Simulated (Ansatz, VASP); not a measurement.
**Two plane-wave programs on Co**

File INCAR:

```
PREC = Accurate
ENCUT = 600
EDIFF = 1E-6
ISMEAR = -1
SIGMA = 0.1
LREAL = F
LASPH = T
NELM = 100
ALGO = Normal
ISIF = 3
LWAVE = F
LCHARG = F
GGA = B5
ALDAX = 1.0
AGGAX = 1.0
AGGAC = 1.0
ALDAC = 0.0
IBRION = 2
NSW = 80
EDIFFG = -0.01
```

Contents of KPOINTS:

```
regular mesh
0
Gamma
  14 14 4
```

File POSCAR:

```
Co
1.0
    2.5018845205      0.0000000000      0.0000000000
   -1.2509422603      2.1666955521      0.0000000000
    0.0000000000      0.0000000000      8.1711548441
Co
4
Direct
    0.0000000000      0.0000000000      0.0000000000
    0.0000000000      0.0000000000      0.5000000000
    0.3333333333      0.6666666667      0.2500000000
    0.6666666667      0.3333333333      0.7500000000
```

Input for Ansatz:

```yaml
crystal:
  lattice:
    - [2.5018845205, 0.0, 0.0]
    - [-1.2509422603, 2.1666955521, 0.0]
    - [0.0, 0.0, 8.1711548441]
  atoms:
    - { symbol: Co, position: [0.0, 0.0, 0.0] }
    - { symbol: Co, position: [0.0, 0.0, 0.5] }
    - { symbol: Co, position: [0.3333333333, 0.6666666667, 0.25] }
    - { symbol: Co, position: [0.6666666667, 0.3333333333, 0.75] }
hamiltonian:
  xc: blyp
  pseudopotentials:
    kind: paw
    azcp:
      Co: "pseudopotentials/Co.paw.azcp"
basis:
  ecutwfc: 420
  fft_grid_basis: typed
kpoints:
  mp_grid: { grid: [14, 14, 4], shift: [0, 0, 0] }
magnetization:
  spin_polarized: false
scf:
  occupations: { method: fermi_dirac, width: 0.1 }
relax:
  max_steps: 60
  f_tol: 0.01
  cell: {}
output:
  write_density: true
  write_potential: true
  elf: true
  volumetric_format: npy
```

Alike in both runs: task relaxation of cell and atoms; functional BLYP; k mesh 14 × 14 × 4; occupations fermi-dirac, width 0.1 eV; no spin polarisation.

|  | VASP | Ansatz |
| --- | --- | --- |
| version | VASP 6.6.1 | Ansatz 0.2.0 |
| potentials or method | VASP PAW PBE potentials, release 64 (Co), cutoff 600 eV | plane waves (420 eV) with PAW, scalar-relativistic |
| valence electrons in the cell | 36 | 68 |

Ansatz gave:

```
relaxed volume (Å³/atom)                                     : 10.82
relaxed cell length with the largest relative difference (Å) : 2.485
```

Task: Which values does VASP return?

Result: Relaxed volume (Å³/atom): 10.80; relaxed cell length with the largest relative difference (Å): 2.484.

VASP's potentials were made for PBE, not for BLYP. VASP's potentials hold 36 valence electrons a cell and Ansatz's 68, so a difference there can come from the potentials and not from the codes.

Noted on VASP's run: too few bands were computed for a metal, which touches its energy and stress.
